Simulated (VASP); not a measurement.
# COH4 in VASP: notebook

The runs below take COH4 through single point, relaxation of the atoms, with PBE+D3(BJ).

Program: VASP 6.6.1. These are calculated values, not measurements. Logs are shortened: lines on timing, memory, paths and dates and some standing lists are left out, and cuts for length are marked.

## Step 1: The cell of the first run

The cell holds a molecule in a box, 6 atoms: a = 14.000 Å, b = 14.500 Å, c = 15.000 Å, α = 90.00°, β = 90.00°, γ = 90.00°.

## Step 2: Single point, PBE+D3(BJ)

INCAR

```
SYSTEM = H4CO
ALGO = Normal
EDIFF = 1E-7
ENCUT = 520
GGA = PE
ISIF = 2
ISMEAR = 0
ISYM = 0
IVDW = 12
LASPH = .TRUE.
LCHARG = .FALSE.
LREAL = .FALSE.
LWAVE = .FALSE.
NBANDS = 16
NELM = 80
PREC = Accurate
SIGMA = 0.005
```

KPOINTS

```
k-points
0
G
  1 1 1
  0 0 0
```

POSCAR

```
H4CO
1.0
   14.0000000000      0.0000000000      0.0000000000
    0.0000000000     14.5000000000      0.0000000000
    0.0000000000      0.0000000000     15.0000000000
C O H
1 1 4
Direct
    0.4591896117      0.4857734704      0.4811086335
    0.5514968164      0.4561778980      0.4526703028
    0.4488749295      0.4771962237      0.5535394367
    0.4071272243      0.4420677472      0.4465279651
    0.4447918644      0.5582321325      0.4631905716
    0.5986868198      0.4940171644      0.4825799557
```

Potentials or basis: VASP PAW PBE potentials, release 64 (C, O, H).

Command:

```
$ cat potpaw_PBE.64/C/POTCAR potpaw_PBE.64/O/POTCAR potpaw_PBE.64/H/POTCAR > POTCAR
$ mpirun -np 1 vasp_gam > vasp.out
```

OUTCAR:

```text
SYSTEM = H4CO
   EDIFF = 1E-7
   ENCUT = 520
   GGA = PE
   ISIF = 2
   ISMEAR = 0
   ISYM = 0
   IVDW = 12
   LASPH = .TRUE.
   LREAL = .FALSE.
   NELM = 80
   PREC = Accurate
 IVDW          = 12

 ion  position               nearest neighbor table
   1  0.459  0.486  0.481-   4 1.10   3 1.10   5 1.10   2 1.43
   2  0.551  0.456  0.453-   6 0.97   1 1.43
   3  0.449  0.477  0.554-   1 1.10
   4  0.407  0.442  0.447-   1 1.10
   5  0.445  0.558  0.463-   1 1.10
   6  0.599  0.494  0.483-   2 0.97

IMPORTANT INFORMATION: All symmetrisations will be switched off!
NOSYMM: (Re-)initialisation of all symmetry stuff for point group C_1.

----------------------------------------------------------------------------------------

                                     Primitive cell

  volume of cell :    3045.0000

  direct lattice vectors                    reciprocal lattice vectors
    14.000000000  0.000000000  0.000000000     0.071428571  0.000000000  0.000000000
     0.000000000 14.500000000  0.000000000     0.000000000  0.068965517  0.000000000
     0.000000000  0.000000000 15.000000000     0.000000000  0.000000000  0.066666667

  length of vectors
    14.000000000 14.500000000 15.000000000     0.071428571  0.068965517  0.066666667

  position of ions in fractional coordinates (direct lattice)
     0.459189612  0.485773470  0.481108633
     0.551496816  0.456177898  0.452670303
     0.448874930  0.477196224  0.553539437
     0.407127224  0.442067747  0.446527965
     0.444791864  0.558232133  0.463190572
     0.598686820  0.494017164  0.482579956

  ion indices of the primitive-cell ions
   primitive index   ion index
                 1           1
                 2           2
                 3           3
                 4           4
                 5           5
                 6           6

----------------------------------------------------------------------------------------

 KPOINTS: k-points

Automatic generation of k-mesh.
 Grid dimensions read from file:
 generate k-points for:    1    1    1

 Generating k-lattice:

  Cartesian coordinates                     Fractional coordinates (reciprocal lattice)
     0.071428571  0.000000000  0.000000000     1.000000000  0.000000000  0.000000000
     0.000000000  0.068965517  0.000000000     0.000000000  1.000000000  0.000000000
     0.000000000  0.000000000  0.066666667     0.000000000  0.000000000  1.000000000

  Length of vectors
     0.071428571  0.068965517  0.066666667

  Shift w.r.t. Gamma in fractional coordinates (k-lattice)
     0.000000000  0.000000000  0.000000000

 Subroutine IBZKPT returns following result:
 ===========================================

 Found      1 irreducible k-points:

 Following reciprocal coordinates:
            Coordinates               Weight
  0.000000  0.000000  0.000000      1.000000
   k-points           NKPTS =      1   k-points in BZ     NKDIM =      1   number of bands    NBANDS=     16
   number of dos      NEDOS =    301   number of ions     NIONS =      6
   total plane-waves  NPLWV = ******
   dimension x,y,z NGX =   108 NGY =  108 NGZ =  112
   dimension x,y,z NGXF=   216 NGYF=  216 NGZF=  224
   ions per type =               1   1   4
   NGX,Y,Z   is equivalent  to a cutoff of  12.82, 12.38, 12.41 a.u.
   NGXF,Y,Z  is equivalent  to a cutoff of  25.65, 24.76, 24.83 a.u.
 SYSTEM =  H4CO
   PREC   = accura    normal or accurate (medium, high low for compatibility)
   ISTART =      0    job   : 0-new  1-cont  2-samecut
   ICHARG =      2    charge: 1-file 2-atom 10-const
   ISPIN  =      1    spin polarized calculation?
   LNONCOLLINEAR =      F non collinear calculations
   LSORBIT =      F    spin-orbit coupling
   LASPH  =      T    aspherical Exc in radial PAW
   ENCUT  =  520.0 eV  38.22 Ry    6.18 a.u.  26.03 26.96 27.89*2*pi/ulx,y,z
   NELM   =     80;   NELMIN=  2; NELMDL= -5     # of ELM steps
   EDIFF  = 0.1E-06   stopping-criterion for ELM
   LREAL  =      F    real-space projection
   EDIFFG = 0.1E-05   stopping-criterion for IOM
   NSW    =      0    number of steps for IOM
   IBRION =     -1    ionic relax: 0-MD 1-quasi-New 2-CG
   NFREE  =      0    steps in history (QN), initial steepest desc. (CG)
   ISIF   =      2    stress and relaxation
   ISYM   =      0    0-nonsym 1-usesym 2-fastsym
   POTIM  = 0.5000    time-step for ionic-motion
   TEBEG  =    0.0;   TEEND  =   0.0 temperature during run
   PSTRESS=    0.0 pullay stress
   NELECT =      14.0000    total number of electrons
   NUPDOWN=      -1.0000    fix difference up-down
   EMIN   =  10.00;   EMAX   =-10.00  energy-range for DOS
   EFERMI =   0.00;   METHOD = LEGACY
   ISMEAR =     0;   SIGMA  =   0.01  broadening in eV -4-tet -1-fermi 0-gaus
   EFERMI_NEDOS =   21; number of points for ismear=-14 and -15
   IALGO  =     38    algorithm
   IMIX   =      4    mixing-type and parameters
     AMIX     =   0.40;   BMIX     =  1.00
     AMIX_MAG =   1.60;   BMIX_MAG =  1.00
  volume/ion in A,a.u.               =     507.50      3424.78
  Fermi-wavevector in a.u.,A,eV,Ry     =   0.272221  0.514423  1.008250  0.074104
  Thomas-Fermi vector in A             =   1.112538
   LORBIT       =      0    0 simple, 1 ext, 2 COOP (PROOUT), +10 PAW based schemes
   GGA     = PE    functional components
   LHFCALC =     F    Hartree Fock is set to
   AEXX    =    0.0000 exact exchange contribution
   IVDW    =    12    specifies the selected vdW correction
   LEPSILON=     F    determine dielectric tensor
   LRPA    =     F    only Hartree local field effects (RPA)
 non-spin polarized calculation
 Gauss-broadening in eV      SIGMA  =   0.01
  energy-cutoff  :      520.00
  volume of cell :     3045.00
 maximum number of plane-waves:     40942
 NGX is ok and might be reduce to   108
   NGX = 53   NGY = 53   NGZ = 55

 number of electron      14.0000009 magnetization

 Free energy of the ion-electron system (eV)
  ---------------------------------------------------
  ext. energy  EPLUGINS =         0.00000000
  ---------------------------------------------------
  free energy    TOTEN  =       -30.22485603 eV

  energy without entropy =      -30.22485603  energy(sigma->0) =      -30.22485603

 E-fermi :  -6.2020     XC(G=0):  -0.2944

 val. band max:       -6.2393394855   @ k =   0.0000   0.0000   0.0000
 cond. band min:      -0.6554056987   @ k =   0.0000   0.0000   0.0000
 fundamental gap:      5.5839337868
 Fermi energy:        -6.2020335077

 k-point     1 :       0.0000    0.0000    0.0000
  band No.  band energies     occupation
      1     -25.4035      2.00000
      2     -16.7657      2.00000
      3     -12.4157      2.00000
      4     -10.5478      2.00000
      5     -10.2640      2.00000
      6      -7.9370      2.00000
[... 8 lines left out ...]
     15       0.9632      0.00000
     16       1.0965      0.00000

------------------------ aborting loop because EDIFF is reached ----------------------------------------

 Edisp (eV)   -0.05165

 E8    (eV) :    -0.0133

  FORCE on cell =-STRESS in cart. coord.  units (eV):
  Direction    XX          YY          ZZ          XY          YZ          ZX
  --------------------------------------------------------------------------------------
  -------------------------------------------------------------------------------------
  Total       0.18032    -0.03044    -0.03812    -0.00037     0.03235    -0.01082
  in kB       0.09488    -0.01602    -0.02006    -0.00019     0.01702    -0.00569
  external pressure =        0.02 kB  Pullay stress =        0.00 kB

 VOLUME and BASIS-vectors are now :
 -----------------------------------------------------------------------------
  energy-cutoff  :      520.00
  volume of cell :     3045.00
      direct lattice vectors                 reciprocal lattice vectors
    14.000000000  0.000000000  0.000000000     0.071428571  0.000000000  0.000000000
     0.000000000 14.500000000  0.000000000     0.000000000  0.068965517  0.000000000
     0.000000000  0.000000000 15.000000000     0.000000000  0.000000000  0.066666667

 POSITION                                       TOTAL-FORCE (eV/Angst)
 -----------------------------------------------------------------------------------
      6.42865      7.04372      7.21663        -0.127161      0.021202      0.023294
      7.72096      6.61458      6.79005         0.042507     -0.078291     -0.068531
      6.28425      6.91935      8.30309        -0.004171     -0.001989      0.020548
      5.69978      6.40998      6.69792        -0.012661     -0.009496     -0.007930
      6.22709      8.09437      6.94786        -0.005077      0.019765     -0.004868
      8.38162      7.16325      7.23870         0.106563      0.048808      0.037486
 -----------------------------------------------------------------------------------
    total drift:                                0.000013     -0.000295      0.000697

  FREE ENERGIE OF THE ION-ELECTRON SYSTEM (eV)
  ---------------------------------------------------
  free  energy   TOTEN  =       -30.2765101221 eV

  energy  without entropy=      -30.2765101221  energy(sigma->0) =      -30.27651012
```

OSZICAR:

```text
N       E                     dE             d eps       ncg     rms          rms(c)
DAV:   1     0.684688893278E+02    0.68469E+02   -0.34831E+03    48   0.417E+02
DAV:   2    -0.184094603321E+02   -0.86878E+02   -0.86012E+02    56   0.109E+02
DAV:   3    -0.332574204792E+02   -0.14848E+02   -0.14818E+02    56   0.460E+01
[... 20 lines left out ...]
DAV:  24    -0.302248544687E+02   -0.85631E-06   -0.85475E-09    48   0.364E-04    0.120E-04
DAV:  25    -0.302248553329E+02   -0.86412E-06   -0.21381E-08    32   0.519E-04    0.578E-05
DAV:  26    -0.302248556899E+02   -0.35699E-06    0.75985E-10    40   0.179E-04    0.234E-05
DAV:  27    -0.302248559868E+02   -0.29699E-06    0.70347E-09    40   0.195E-04    0.275E-05
DAV:  28    -0.302248560349E+02   -0.48033E-07    0.12366E-08    48   0.987E-05
   1 F= -.30276510E+02 E0= -.30276510E+02  d E =-.187700E-26
```

stdout:

```text
POSCAR found type information on POSCAR C O H
 POSCAR found :  3 types and       6 ions
 scaLAPACK will be used
 LDA part: xc-table for (Slater+PW92), standard interpolation
 POSCAR, INCAR and KPOINTS ok, starting setup
 FFT: planning ... GRIDC
 FFT: planning ... GRID_SOFT
 FFT: planning ... GRID
 WAVECAR not read
 entering main loop
```

It took 4 min on 1 thread of Oxide Virtual Turin-like, shared host; peak memory 1.8 GiB.

What came out:

```yaml
Free_energy: -30.2765 eV
Largest_force: 0.131 eV/Å
Gap_between_the_frontier_levels: 5.58 eV
Dispersion_energy_per_atom: -0.009 eV
```

Forces on the atoms (eV/Å):
```
C   -0.127  0.021  0.023
O    0.043 -0.078 -0.069
H   -0.004 -0.002  0.021
H   -0.013 -0.009 -0.008
H   -0.005  0.020 -0.005
H    0.107  0.049  0.037
```

## Step 3: Relaxation of the atoms, PBE+D3(BJ)

INCAR

```
SYSTEM = H4CO
PREC = Accurate
ENCUT = 520
EDIFF = 1E-6
ISMEAR = 0
SIGMA = 0.005
LREAL = .FALSE.
LASPH = .TRUE.
NELM = 60
ALGO = Normal
ISIF = 2
LWAVE = .FALSE.
LCHARG = .FALSE.
GGA = PE
IVDW = 12
IBRION = 2
NSW = 100
EDIFFG = -0.01
ISYM = 0
```

KPOINTS

```
regular mesh
0
G
  1 1 1
  0 0 0
```

POSCAR

```
H4CO
1.0
   14.0000000000      0.0000000000      0.0000000000
    0.0000000000     14.5000000000      0.0000000000
    0.0000000000      0.0000000000     15.0000000000
C O H
1 1 4
Direct
    0.4605266889      0.4842941135      0.4802471134
    0.5494967888      0.4562889341      0.4524670577
    0.4525716274      0.4766652276      0.5541831080
    0.4045571419      0.4423966972      0.4458168920
    0.4475721611      0.5576033028      0.4619731533
    0.5954428581      0.4962163611      0.4849295411
```

Potentials or basis: VASP PAW PBE potentials, release 64 (C, O, H).

Command:

```
$ cat potpaw_PBE.64/C/POTCAR potpaw_PBE.64/O/POTCAR potpaw_PBE.64/H/POTCAR > POTCAR
$ mpirun -np 1 vasp_gam > vasp.out
```

It took 30 min on 1 thread of Oxide Virtual Turin-like, shared host; peak memory 1.8 GiB.

It converged, with:

| Item | Value |
| --- | --- |
| Free energy | -30.2771 eV |
| Energy gained by relaxing | 16.5 meV/atom |
| Ionic steps | 22 |
| Largest force after relaxing | 0.008 eV/Å |
| Gap between the frontier levels | 5.58 eV |
| Dispersion energy per atom | -0.009 eV |

Forces on the atoms (eV/Å):
```
C   -0.005 -0.001 -0.001
O    0.006 -0.001  0.005
H    0.002  0.002 -0.001
H    0.000  0.001 -0.001
H   -0.001  0.001  0.002
H   -0.003 -0.001 -0.003
```

The path:
```
step  energy change (eV)  largest force (eV/Å)  pressure (GPa)
   1              0.0000                2.3265            0.01
   2              0.4914                7.9802            0.09
   3             -0.0703                0.5474            0.01
   4             -0.0704                0.5215            0.01
   5             -0.0707                0.9752           -0.01
   6             -0.0779                0.3730            0.00
   7             -0.0891                0.2272            0.00
   8             -0.0929                0.4292            0.00
   9             -0.0922                0.5896           -0.01
  10             -0.0959                0.2030           -0.01
  11             -0.0979                0.1771            0.00
  12             -0.0979                0.1791            0.00
  13             -0.0987                0.1311            0.00
  14             -0.0989                0.0699            0.00
  15             -0.0991                0.0830           -0.01
  16             -0.0991                0.0580            0.00
  17             -0.0991                0.0509           -0.01
  18             -0.0992                0.0246           -0.01
  19             -0.0992                0.0141           -0.01
  20             -0.0992                0.0156           -0.01
  21             -0.0992                0.0160            0.00
  22             -0.0992                0.0078           -0.01
```

Final structure:
```
C O H
1.0
    14.00000    0.00000    0.00000
     0.00000   14.50000    0.00000
     0.00000    0.00000   15.00000
C O H
1 1 4
Direct
  0.45899 0.48585 0.48114
  0.55162 0.45627 0.45256
  0.44877 0.47723 0.55361
  0.40708 0.44196 0.44652
  0.44456 0.55831 0.46313
  0.59915 0.49385 0.48266
```

Levels at points of the mesh, in eV from the valence-band top:
```
           k point  band 5  band 6  band 7  band 8  band 9  band 10
(0.00, 0.00, 0.00)   -4.01   -1.69    0.00    5.58    6.18     6.52
```
